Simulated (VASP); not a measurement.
## MgI2: single point with r2SCAN

MgI2:

```
Mg I
1.0
     4.34202    0.00000    0.00000
    -2.17101    3.59975    0.00000
     0.00000    0.00000    6.87561
Mg I
1 2
Direct
  0.00000 0.00000 0.00000
  0.33324 0.66648 0.23880
  0.66676 0.33352 0.76120
```

This cell differs from its parent crystal: uniaxial x strain +4.5%.

| Item | Value |
| --- | --- |
| Program | VASP 6.6.1 |
| Task | single point |
| Functional | r2SCAN |
| Potentials or basis | VASP PAW PBE potentials, release 64 (Mg, I) |
| Cutoff | 520 eV |
| k mesh | 12 × 12 × 4 |
| Occupations | gaussian, width 0.01 eV |
| Spin | no spin polarisation |

```json
{
  "Pressure": "-0.4 GPa",
  "Largest force": "0.043 eV/Å",
  "Band gap on the k mesh": "3.82 eV (least direct gap 4.16 eV)"
}
```

Forces in eV/Å, atoms in the order of the input:
```
Mg   0.000  0.000  0.000
I    0.000 -0.006 -0.043
I    0.000  0.006  0.043
```

Stress tensor (GPa, compression positive):
```
-1.42  0.00  0.00
 0.00 -0.16  0.01
 0.00  0.01  0.27
```

Levels at points of the mesh, in eV from the valence-band top:
```tsv
k point	band 6	band 7	band 8	band 9	band 10	band 11
(0.00, 0.00, 0.00)	-0.35	-0.24	0.00	4.16	5.15	6.80
(0.50, 0.00, 0.00)	-1.45	-0.91	-0.52	4.11	5.96	6.08
(0.00, 0.50, 0.00)	-1.73	-0.92	-0.73	3.86	5.63	6.03
(0.00, 0.00, 0.50)	-0.51	-0.44	-0.30	5.01	5.26	6.62
(0.50, 0.00, 0.50)	-1.13	-0.81	-0.73	4.05	5.78	6.27
(0.00, 0.50, 0.50)	-1.10	-0.96	-0.84	3.88	5.61	6.37
```

It took 17 min on 1 thread of Intel Xeon 8259CL, on a shared host, peak memory 0.44 GiB.

Caveat: the cell differs from its parent crystal (uniaxial x strain +4.5%); the PAW data sets were made with another functional, which shifts forces and pressure a little; spin-orbit coupling is left out, which moves the levels of the heavy elements. A k mesh can miss the band edges.
